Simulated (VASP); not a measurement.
Set up this calculation in VASP 6.6.1, as the native input.

- Task: single point
- Functional: PBE
- Potentials or basis: VASP PAW PBE potentials, release 64 (Co, O)
- Cutoff: 520 eV
- k mesh: 6 × 6 × 2
- Occupations: gaussian, width 0.1 eV
- Spin: collinear spin, ferromagnetic start
- Starting moments: [2.54, 2.54, 2.54, 0.38, 0.38, 0.38] μB
- Dipole correction: no
- Further INCAR settings: ALGO = Normal; EDIFF = 1e-06; NBANDS = 36

The structure of CoO lies in POSCAR:

```
CoO
1.0
    2.9098067737      0.0000000000      0.0000000000
   -1.4549033869      2.5199665861      0.0000000000
    0.0000000000      0.0000000000      7.7617270421
Co O
3 3
Direct
    0.6666706369      0.0000000000      0.6666666667
    0.0000000000      0.6666706369      0.3333333333
    0.3333293631      0.3333293631      0.0000000000
    0.6666698584      0.0000000000      0.1666666667
    0.0000000000      0.6666698584      0.8333333333
    0.3333301416      0.3333301416      0.5000000000
```

The input as run:

INCAR

```
ALGO = Normal
EDIFF = 1E-6
ENCUT = 520
GGA = PE
ISIF = 2
ISMEAR = 0
ISPIN = 2
LASPH = T
LCHARG = F
LMAXMIX = 4
LORBIT = 11
LREAL = F
LWAVE = F
MAGMOM = 2.54 2.54 2.54 0.38 0.38 0.38
NBANDS = 36
NELM = 150
PREC = Accurate
SIGMA = 0.1
```

KPOINTS

```
k-points
0
Gamma
  6 6 2
```

Potentials or basis: VASP PAW PBE potentials, release 64 (Co, O).

Launch:

```sh
$ cat potpaw_PBE.64/Co/POTCAR potpaw_PBE.64/O/POTCAR > POTCAR
$ mpirun -np 1 vasp_std > vasp.out
```

It gave:

| Item | Value |
| --- | --- |
| Pressure | -0.8 GPa |
| Net moment | 8.37 μB per cell |
| Site moments | Co +2.48; O +0.27 μB |
| Valence electrons inside the program's atomic spheres | Co 7.83; O 4.98 |

Caveat: the k points lie up to 0.42 Å⁻¹ apart.

It took 36 s on 1 thread of Intel(R) Xeon(R) 6975P-C (Granite Rapids), with other jobs on the host, peak memory 0.22 GiB.
